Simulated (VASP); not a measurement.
# Rb (Pnma) in VASP: a series of runs

Rb is run at these levels: r2SCAN; tasks: single point.

All numbers are computed with VASP 6.6.1; they aren't measurements. Logs are shortened: lines on timing, memory, paths and dates and some standing lists are left out, and cuts for length are marked.

### Step 1. The cell of the first run

Symmetry: Pnma, No. 62, orthorhombic system. Conventional cell: a = 5.705 Å, b = 4.612 Å, c = 12.305 Å, α = 90.00°, β = 90.00°, γ = 90.00°. Rb (site symmetry m) has 6 Rb at 3.54 to 4.61 Å within 4.7 Å.

### Step 2. Single point, r2SCAN

The input, POSCAR:

```
Rb
1.0
    5.7051759400      0.0000000000      0.0000000000
    0.0000000000      4.6118495400      0.0000000000
    0.0000000000      0.0000000000     12.3048916700
Rb
4
Direct
    0.0470000000      0.2500000000      0.1430000000
    0.4530000000      0.7500000000      0.6430000000
    0.5470000000      0.2500000000      0.8570000000
    0.9530000000      0.7500000000      0.3570000000
```

The input, INCAR.step1:

```
SYSTEM = Rb
ALGO = Normal ; EDIFF = 1E-4
ENCUT = 520 ; GGA = PE
ISMEAR = -1 ; LASPH = .True.
LCHARG = .False. ; LREAL = .False.
LWAVE = .True. ; NBANDS = 26
NELM = 100 ; PREC = Accurate
SIGMA = 0.1
```

The input, INCAR.step2:

```
SYSTEM = Rb
ALGO = Normal ; EDIFF = 1E-6
ENCUT = 520 ; ISIF = 2
ISMEAR = -1 ; ISTART = 1
LASPH = .True. ; LCHARG = .False.
LMIXTAU = .True. ; LREAL = .False.
LWAVE = .False. ; METAGGA = R2SCAN
NBANDS = 26 ; NELM = 100
PREC = Accurate ; SIGMA = 0.1
```

The input, KPOINTS:

```
k-points
0
Gamma
  3 4 2
  0 0 0
```

Potentials or basis: VASP PAW PBE potentials, release 64 (Rb_sv).

Launch:

```console
$ cat potpaw_PBE.64/Rb_sv/POTCAR > POTCAR
$ cp INCAR.step1 INCAR
$ mpirun -np 1 vasp_std > vasp.out
$ cp INCAR.step2 INCAR
$ mpirun -np 1 vasp_std > vasp.out
```

OUTCAR:

```text
SYSTEM = Rb
   EDIFF = 1E-6
   ENCUT = 520
   ISIF = 2
   ISMEAR = -1
   ISTART = 1
   LASPH = .True.
   LREAL = .False.
   METAGGA = R2SCAN
   NELM = 100
   PREC = Accurate

 ion  position               nearest neighbor table
   1  0.047  0.250  0.143-   4 3.54   4 3.54   3 4.53   3 4.53
   2  0.453  0.750  0.643-   3 3.54   3 3.54   4 4.53   4 4.53
   3  0.547  0.250  0.857-   2 3.54   2 3.54   1 4.53   1 4.53
   4  0.953  0.750  0.357-   1 3.54   1 3.54   2 4.53   2 4.53

  LATTYP: Found a simple orthorhombic cell.
 ALAT       =     4.6118495400
 B/A-ratio  =     1.2370689656
 C/A-ratio  =     2.6681034503

  Lattice vectors:

 A1 = (   0.0000000000,  -4.6118495400,   0.0000000000)
 A2 = (   5.7051759400,   0.0000000000,   0.0000000000)
 A3 = (   0.0000000000,   0.0000000000,  12.3048916700)

Analysis of symmetry for initial positions (statically):
=====================================================================
 Subroutine PRICEL returns:
 Original cell was already a primitive cell.

 Routine SETGRP: Setting up the symmetry group for a
 simple orthorhombic supercell.

 Subroutine GETGRP returns: Found  8 space group operations
 (whereof  1 operations were pure point group operations)
 out of a pool of  8 trial point group operations.

The static configuration has the point symmetry C_1 .
 The point group associated with its full space group is D_2h.

Analysis of symmetry for dynamics (positions and initial velocities):
=====================================================================
 Subroutine PRICEL returns:
 Original cell was already a primitive cell.

 Routine SETGRP: Setting up the symmetry group for a
 simple orthorhombic supercell.

 Subroutine GETGRP returns: Found  8 space group operations
 (whereof  1 operations were pure point group operations)
 out of a pool of  8 trial point group operations.

The dynamic configuration has the point symmetry C_1 .
 The point group associated with its full space group is D_2h.

 Subroutine INISYM returns: Found  8 space group operations
 (whereof  1 operations are pure point group operations),
 and found     1 'primitive' translations

----------------------------------------------------------------------------------------

                                     Primitive cell

  volume of cell :     323.7591

  direct lattice vectors                    reciprocal lattice vectors
     5.705175940  0.000000000  0.000000000     0.175279432  0.000000000  0.000000000
     0.000000000  4.611849540  0.000000000     0.000000000  0.216832746  0.000000000
     0.000000000  0.000000000 12.304891670     0.000000000  0.000000000  0.081268493

  length of vectors
     5.705175940  4.611849540 12.304891670     0.175279432  0.216832746  0.081268493

  position of ions in fractional coordinates (direct lattice)
     0.047000000  0.250000000  0.143000000
     0.453000000  0.750000000  0.643000000
     0.547000000  0.250000000  0.857000000
     0.953000000  0.750000000  0.357000000

  ion indices of the primitive-cell ions
   primitive index   ion index
                 1           1
                 2           2
                 3           3
                 4           4

----------------------------------------------------------------------------------------

 KPOINTS: k-points

Automatic generation of k-mesh.
 Grid dimensions read from file:
 generate k-points for:    3    4    2

 Generating k-lattice:

  Cartesian coordinates                     Fractional coordinates (reciprocal lattice)
     0.058426477  0.000000000  0.000000000     0.333333333  0.000000000  0.000000000
     0.000000000  0.054208187  0.000000000     0.000000000  0.250000000  0.000000000
     0.000000000  0.000000000  0.040634246     0.000000000  0.000000000  0.500000000

  Length of vectors
     0.058426477  0.054208187  0.040634246

  Shift w.r.t. Gamma in fractional coordinates (k-lattice)
     0.000000000  0.000000000  0.000000000

 Subroutine IBZKPT returns following result:
 ===========================================

 Found     12 irreducible k-points:

 Following reciprocal coordinates:
            Coordinates               Weight
  0.000000  0.000000  0.000000      1.000000
  0.333333  0.000000  0.000000      2.000000
  0.000000  0.250000  0.000000      2.000000
  0.333333  0.250000  0.000000      4.000000
  0.000000  0.500000  0.000000      1.000000
  0.333333  0.500000  0.000000      2.000000
  0.000000  0.000000  0.500000      1.000000
  0.333333  0.000000  0.500000      2.000000
  0.000000  0.250000  0.500000      2.000000
  0.333333  0.250000  0.500000      4.000000
  0.000000  0.500000  0.500000      1.000000
  0.333333  0.500000  0.500000      2.000000
   k-points           NKPTS =     12   k-points in BZ     NKDIM =     12   number of bands    NBANDS=     26
   number of dos      NEDOS =    301   number of ions     NIONS =      4
   total plane-waves  NPLWV = 145152
   dimension x,y,z NGX =    42 NGY =   36 NGZ =   96
   dimension x,y,z NGXF=    84 NGYF=   72 NGZF=  192
   ions per type =               4
   NGX,Y,Z   is equivalent  to a cutoff of  12.24, 12.98, 12.97 a.u.
   NGXF,Y,Z  is equivalent  to a cutoff of  24.48, 25.95, 25.94 a.u.
 SYSTEM =  Rb
   PREC   = accura    normal or accurate (medium, high low for compatibility)
   ISTART =      1    job   : 0-new  1-cont  2-samecut
   ICHARG =      0    charge: 1-file 2-atom 10-const
   ISPIN  =      1    spin polarized calculation?
   LNONCOLLINEAR =      F non collinear calculations
   LSORBIT =      F    spin-orbit coupling
   LASPH  =      T    aspherical Exc in radial PAW
   ENCUT  =  520.0 eV  38.22 Ry    6.18 a.u.  10.61  8.57 22.88*2*pi/ulx,y,z
   NELM   =    100;   NELMIN=  2; NELMDL=  0     # of ELM steps
   EDIFF  = 0.1E-05   stopping-criterion for ELM
   LREAL  =      F    real-space projection
   EDIFFG = 0.1E-04   stopping-criterion for IOM
   NSW    =      0    number of steps for IOM
   IBRION =     -1    ionic relax: 0-MD 1-quasi-New 2-CG
   NFREE  =      0    steps in history (QN), initial steepest desc. (CG)
   ISIF   =      2    stress and relaxation
   ISYM   =      2    0-nonsym 1-usesym 2-fastsym
   POTIM  = 0.5000    time-step for ionic-motion
   TEBEG  =    0.0;   TEEND  =   0.0 temperature during run
   PSTRESS=    0.0 pullay stress
   NELECT =      36.0000    total number of electrons
   NUPDOWN=      -1.0000    fix difference up-down
   EMIN   =  10.00;   EMAX   =-10.00  energy-range for DOS
   EFERMI =   0.00;   METHOD = LEGACY
   ISMEAR =    -1;   SIGMA  =   0.10  broadening in eV -4-tet -1-fermi 0-gaus
   EFERMI_NEDOS =   21; number of points for ismear=-14 and -15
   IALGO  =     38    algorithm
   IMIX   =      4    mixing-type and parameters
     AMIX     =   0.40;   BMIX     =  1.00
     AMIX_MAG =   1.60;   BMIX_MAG =  1.00
  volume/ion in A,a.u.               =      80.94       546.21
  Fermi-wavevector in a.u.,A,eV,Ry     =   0.787230  1.487649  8.431955  0.619731
  Thomas-Fermi vector in A             =   1.891929
   LORBIT       =      0    0 simple, 1 ext, 2 COOP (PROOUT), +10 PAW based schemes
   METAGGA = R2SCAN    functional components
   LHFCALC =     F    Hartree Fock is set to
   AEXX    =    0.0000 exact exchange contribution
   IVDW    =     0    specifies the selected vdW correction
   LEPSILON=     F    determine dielectric tensor
   LRPA    =     F    only Hartree local field effects (RPA)
 non-spin polarized calculation
  energy-cutoff  :      520.00
  volume of cell :      323.76
 maximum number of plane-waves:      8773
 NGX is ok and might be reduce to    42
   NGX = 21   NGY = 17   NGZ = 45

 number of electron      36.0000000 magnetization

 Free energy of the ion-electron system (eV)
  ---------------------------------------------------
  ext. energy  EPLUGINS =         0.00000000
  ---------------------------------------------------
  free energy    TOTEN  =       -54.27504951 eV

  energy without entropy =      -54.14773283  energy(sigma->0) =      -54.21139117

 E-fermi :   0.5152     XC(G=0):  -6.0185

 val. band max:        0.4762853298   @ k =   0.3333   0.2500   0.0000
 cond. band min:       0.5302176274   @ k =   0.0000   0.5000   0.5000
 fundamental gap:      0.0539322976
 Fermi energy:         0.5152358476

 k-point     1 :       0.0000    0.0000    0.0000
  band No.  band energies     occupation
      1     -30.2750      2.00000
      2     -30.2697      2.00000
      3     -30.1678      2.00000
      4     -30.1623      2.00000
      5     -14.1361      2.00000
      6     -14.0743      2.00000
[... 18 lines left out ...]
     25       3.1418      0.00000
     26       3.3440      0.00000

 k-point     2 :       0.3333    0.0000    0.0000
  band No.  band energies     occupation
      1     -30.2735      2.00000
      2     -30.2708      2.00000
      3     -30.1663      2.00000
      4     -30.1636      2.00000
      5     -14.1221      2.00000
      6     -14.0918      2.00000
[... 18 lines left out ...]
     25       2.9642      0.00000
     26       2.9870      0.00000

 k-point     3 :       0.0000    0.2500    0.0000
  band No.  band energies     occupation
      1     -30.2570      2.00000
      2     -30.2517      2.00000
      3     -30.1811      2.00000
      4     -30.1757      2.00000
      5     -14.1441      2.00000
      6     -14.0935      2.00000
[... 18 lines left out ...]
     25       3.0420      0.00000
     26       3.3378      0.00000

 k-point     4 :       0.3333    0.2500    0.0000
  band No.  band energies     occupation
      1     -30.2555      2.00000
      2     -30.2528      2.00000
      3     -30.1796      2.00000
      4     -30.1769      2.00000
      5     -14.1318      2.00000
      6     -14.1069      2.00000
[... 18 lines left out ...]
     25       2.9365      0.00000
     26       3.0015      0.00000

 k-point     5 :       0.0000    0.5000    0.0000
  band No.  band energies     occupation
      1     -30.2167      2.00000
      2     -30.2167      2.00000
      3     -30.2114      2.00000
      4     -30.2114      2.00000
      5     -14.1560      2.00000
      6     -14.1560      2.00000
[... 18 lines left out ...]
     25       3.2192      0.00000
     26       3.2206      0.00000

 k-point     6 :       0.3333    0.5000    0.0000
  band No.  band energies     occupation
      1     -30.2152      2.00000
      2     -30.2152      2.00000
      3     -30.2126      2.00000
      4     -30.2126      2.00000
      5     -14.1460      2.00000
      6     -14.1460      2.00000
[... 18 lines left out ...]
     25       2.8360      0.00000
     26       2.8361      0.00000

 k-point     7 :       0.0000    0.0000    0.5000
  band No.  band energies     occupation
      1     -30.2724      2.00000
      2     -30.2724      2.00000
      3     -30.1650      2.00000
      4     -30.1650      2.00000
      5     -14.1074      2.00000
      6     -14.1074      2.00000
[... 18 lines left out ...]
     25       3.2234      0.00000
     26       3.2234      0.00000

 k-point     8 :       0.3333    0.0000    0.5000
  band No.  band energies     occupation
      1     -30.2722      2.00000
      2     -30.2722      2.00000
      3     -30.1649      2.00000
      4     -30.1649      2.00000
      5     -14.1068      2.00000
      6     -14.1068      2.00000
[... 18 lines left out ...]
     25       2.5615      0.00000
     26       2.5615      0.00000

 k-point     9 :       0.0000    0.2500    0.5000
  band No.  band energies     occupation
      1     -30.2544      2.00000
      2     -30.2544      2.00000
      3     -30.1783      2.00000
      4     -30.1783      2.00000
      5     -14.1214      2.00000
      6     -14.1214      2.00000
[... 18 lines left out ...]
     25       3.0331      0.00000
     26       3.0331      0.00000

 k-point    10 :       0.3333    0.2500    0.5000
  band No.  band energies     occupation
      1     -30.2542      2.00000
      2     -30.2542      2.00000
      3     -30.1783      2.00000
      4     -30.1783      2.00000
      5     -14.1197      2.00000
      6     -14.1197      2.00000
[... 18 lines left out ...]
     25       2.6828      0.00000
     26       2.6828      0.00000

 k-point    11 :       0.0000    0.5000    0.5000
  band No.  band energies     occupation
      1     -30.2167      2.00000
      2     -30.2167      2.00000
      3     -30.2114      2.00000
      4     -30.2114      2.00000
      5     -14.1478      2.00000
      6     -14.1478      2.00000
[... 18 lines left out ...]
     25       2.9651      0.00000
     26       2.9963      0.00000

 k-point    12 :       0.3333    0.5000    0.5000
  band No.  band energies     occupation
      1     -30.2152      2.00000
      2     -30.2152      2.00000
      3     -30.2126      2.00000
      4     -30.2126      2.00000
      5     -14.1418      2.00000
      6     -14.1418      2.00000
[... 18 lines left out ...]
     25       2.6605      0.00000
     26       2.6605      0.00000

------------------------ aborting loop because EDIFF is reached ----------------------------------------

  FORCE on cell =-STRESS in cart. coord.  units (eV):
  Direction    XX          YY          ZZ          XY          YZ          ZX
  --------------------------------------------------------------------------------------
  -------------------------------------------------------------------------------------
  Total       -1.8162258      3.6786833      4.1203369      0.0000000      0.0000000      0.0000000
  in kB       -8.9879048     18.2045947     20.3901935      0.0000000      0.0000000      0.0000000
  external PRESSURE =       9.8689611 kB  Pullay stress =       0.0000000 kB

 VOLUME and BASIS-vectors are now :
 -----------------------------------------------------------------------------
  energy-cutoff  :      520.00
  volume of cell :      323.76
      direct lattice vectors                 reciprocal lattice vectors
     5.705175940  0.000000000  0.000000000     0.175279432  0.000000000  0.000000000
     0.000000000  4.611849540  0.000000000     0.000000000  0.216832746  0.000000000
     0.000000000  0.000000000 12.304891670     0.000000000  0.000000000  0.081268493

 POSITION                                       TOTAL-FORCE (eV/Angst)
 -----------------------------------------------------------------------------------
      0.26814      1.15296      1.75960         0.190405      0.000000     -0.668104
      2.58444      3.45889      7.91205        -0.190405      0.000000     -0.668104
      3.12073      1.15296     10.54529         0.190405     -0.000000      0.668104
      5.43703      3.45889      4.39285        -0.190405     -0.000000      0.668104
 -----------------------------------------------------------------------------------
    total drift:                                0.000000      0.000000      0.000000

  FREE ENERGIE OF THE ION-ELECTRON SYSTEM (eV)
  ---------------------------------------------------
  free  energy   TOTEN  =       -54.2750495096 eV

  energy  without entropy=      -54.1477328263  energy(sigma->0) =      -54.21139117
```

Run time: 4.1 min. Hardware: 1 thread of Intel Xeon Platinum 8488C (Sapphire Rapids), shared host; peak memory 0.41 GiB.

Results:

* Free energy: -54.2750 eV
* Pressure: 1.0 GPa
* Largest force: 0.695 eV/Å
* Band gap on the k mesh: zero (band 18 reaches 0.81 eV, above the bottom of band 19 at -0.51 eV)

Forces in eV/Å, atoms in the order of the input:
```
Rb   0.190  0.000 -0.668
Rb  -0.190  0.000 -0.668
Rb   0.190  0.000  0.668
Rb  -0.190  0.000  0.668
```

Stress tensor (GPa, compression positive):
```
-0.90  0.00  0.00
 0.00  1.82  0.00
 0.00  0.00  2.04
```

Caveat: the k points lie up to 0.37 Å⁻¹ apart; the PAW data sets were made with another functional, which shifts forces and pressure a little.

### Step 3. Single point, r2SCAN

POSCAR is that of step 2.

The input, INCAR.step1:

```
PREC = Accurate
ENCUT = 520
ISMEAR = -1
SIGMA = 0.1
LREAL = F
LASPH = T
NELM = 100
NBANDS = 26
GGA = PE
ALGO = Normal
EDIFF = 1E-4
LWAVE = T
LCHARG = F
```

The input, INCAR.step2:

```
PREC = Accurate
ENCUT = 520
EDIFF = 1E-7
ISMEAR = -1
SIGMA = 0.1
LREAL = F
LASPH = T
NELM = 100
ALGO = Normal
ISIF = 2
LWAVE = F
LCHARG = F
METAGGA = R2SCAN
LMIXTAU = T
NBANDS = 26
ISTART = 1
```

The input, KPOINTS:

```
Automatic mesh
0
Gamma
  3 4 2
```

Potentials or basis: VASP PAW PBE potentials, release 64 (Rb_sv).

Launch:

```console
$ cat potpaw_PBE.64/Rb_sv/POTCAR > POTCAR
$ cp INCAR.step1 INCAR
$ mpirun -np 1 vasp_std > vasp.out
$ cp INCAR.step2 INCAR
$ mpirun -np 1 vasp_std > vasp.out
```

Wall time 4.8 min (1 thread of Intel Xeon Platinum 8488C (Sapphire Rapids), shared host); peak memory 0.42 GiB.

The run converged. Its results:

* Free energy: -54.2750 eV
* Pressure: 1.0 GPa
* Largest force: 0.694 eV/Å
* Band gap on the k mesh: zero (band 18 reaches 0.81 eV, above the bottom of band 19 at -0.51 eV)

Forces on the atoms (eV/Å):
```
Rb   0.190  0.000 -0.668
Rb  -0.190  0.000 -0.668
Rb   0.190  0.000  0.668
Rb  -0.190  0.000  0.668
```

Stress tensor (GPa, compression positive):
```
-0.90  0.00  0.00
 0.00  1.82  0.00
 0.00  0.00  2.04
```

Levels at points of the mesh, in eV from the Fermi level:
| k point | band 15 | band 16 | band 17 | band 18 | band 19 | band 20 | band 21 | band 22 |
| --- | --- | --- | --- | --- | --- | --- | --- | --- |
| (0.00, 0.00, 0.00) | -14.06 | -14.04 | -2.32 | -1.08 | -1.03 | 0.76 | 1.42 | 1.52 |
| (0.00, 0.50, 0.00) | -14.04 | -14.04 | -0.18 | -0.18 | 0.60 | 0.60 | 0.84 | 0.84 |
| (0.00, 0.00, 0.50) | -14.07 | -14.07 | -1.98 | -1.98 | 0.09 | 0.09 | 1.60 | 1.60 |
| (0.00, 0.50, 0.50) | -14.04 | -14.04 | 0.01 | 0.01 | 0.09 | 0.09 | 1.39 | 1.39 |

Caveat: the k points lie up to 0.37 Å⁻¹ apart; the PAW data sets were made with another functional, which shifts forces and pressure a little.
